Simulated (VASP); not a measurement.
Runs of VASP 6.6.1 on Te. The structure is that of space group Im-3m (No. 229), or close to it. The cells are those of the table. This isn't the form of Te at room conditions, which is trigonal, of chains.

```csv
task,cell,cutoff (eV),gap on the mesh (eV),pressure (GPa)
relaxation of cell and atoms,"relaxed to 17 GPa from a = 3.122 Å, angles 109.5°, 1 atom",600,none,17.0
single point,"a = 3.123 Å, angles 109.5°, 1 atom",520,none,(a)
relaxation of cell and atoms,"relaxed to 17 GPa from a = 3.123 Å, angles 109.5°, 1 atom",600,none,17.0
single point,"a = 3.336 Å, angles 109.5°, 1 atom",520,none,-0.1
single point,"a = 3.122 Å, angles 109.5°, 1 atom",520,none,17.0
```

Alike in all rows: level PBE; potentials or basis VASP PAW PBE potentials, release 64 (Te); no spin polarisation; k mesh 15 × 15 × 15; smearing fermi-dirac 0.05 eV.

Question: Fill in the values left out.

Answer: (a) 16.9.

Caveats: spin-orbit coupling is left out, which moves the levels of the heavy elements; the cell is relaxed towards a set pressure, so the run minimises the enthalpy, not the energy (at least some runs); the cell stands under pressure (at least some runs); the relaxation stopped at its first step, so nothing moved (at least some runs).

A k mesh can miss the band edges, and the runs leave out spin-orbit coupling on Te.

A gap of «none» marks levels without a gap at the run's occupations.
